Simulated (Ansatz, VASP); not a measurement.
Given: the input of a run of VASP 6.6.1 on LaFeGe.

The input INCAR:

```
ALGO = Normal
EDIFF = 1E-6
ENCUT = 600
GGA = PE
GGA_COMPAT = False
ISIF = 2
ISMEAR = -1
ISPIN = 2
LASPH = True
LCHARG = False
LMAXMIX = 6
LORBIT = 11
LREAL = False
LWAVE = False
MAGMOM = 0 0 6
NBANDS = 32
NELM = 200
NUPDOWN = 6.0
PREC = Accurate
SIGMA = 0.05
```

Contents of KPOINTS:

```
k-points
0
Gamma
  6 6 5
```

File POSCAR:

```
LaFeGe
1.0
    4.2318077991      0.0000000000      0.0000000000
   -2.1159038996      3.6648530580      0.0000000000
    0.0000000000      0.0000000000      4.2857840000
La Ge Fe
1 1 1
Direct
    0.0000000000      0.0000000000      0.0000000000
    0.6666666667      0.3333333333      0.5000000000
    0.3333333333      0.6666666667      0.5000000000
```

Potentials or basis: VASP PAW PBE potentials, release 64 (La, Ge_d, Fe_sv).

The run is started by

```bash
$ cat potpaw_PBE.64/La/POTCAR potpaw_PBE.64/Ge_d/POTCAR potpaw_PBE.64/Fe_sv/POTCAR > POTCAR
$ mpirun -np 1 vasp_std > vasp.out
```

Question: Translate it to Ansatz 0.2.0. Potentials there: Ansatz PAW.

Answer: As run (the cutoff follows the program's own potentials):

Contents of input.yaml:

```yaml
crystal:
  lattice:
    - [4.2318077991, 0.0, 0.0]
    - [-2.1159038996, 3.664853058, 0.0]
    - [0.0, 0.0, 4.285784]
  atoms:
    - { symbol: La, position: [0.0, 0.0, 0.0] }
    - { symbol: Ge, position: [0.6666666667, 0.3333333333, 0.5] }
    - { symbol: Fe, position: [0.3333333333, 0.6666666667, 0.5], spin: 6.0 }
hamiltonian:
  xc: pbe
  pseudopotentials: { kind: paw }
magnetization:
  spin_polarized: true
  initial_magnetization: 6.0
  spin_locking: { lock_magnetization: hard }
kpoints:
  mp_grid: { grid: [6, 6, 5] }
scf:
  occupations: { method: fermi_dirac, width: 0.05 }
  lower_state_search: "off"
output:
  forces: true
  stress: true
  eigenvalues: true
```

Potentials or basis: Ansatz PAW.

Command:

```sh
$ ansatz run input.yaml --threads 2 --pin off --max-ram 5632MiB --backend cpu --events-out ev --progress --plain --runs-dir out
```

Both were run:

|  | VASP | Ansatz | Ansatz less VASP |
| --- | --- | --- | --- |
| pressure (GPa) | 7.2 | 7.8 | +0.59 |
| traceless stress, the component that is largest in VASP (GPa) | -0.11 | -0.09 | +0.021 |
| net moment per atom (μB) | 2.00 | 2.00 | 0.000 |
| size of the moment on the site where the two differ most (μB) | 3.21 | 3.39 | +0.178 |

Site moments also hang on the region over which each program counts them.

Spin-orbit coupling is off throughout.
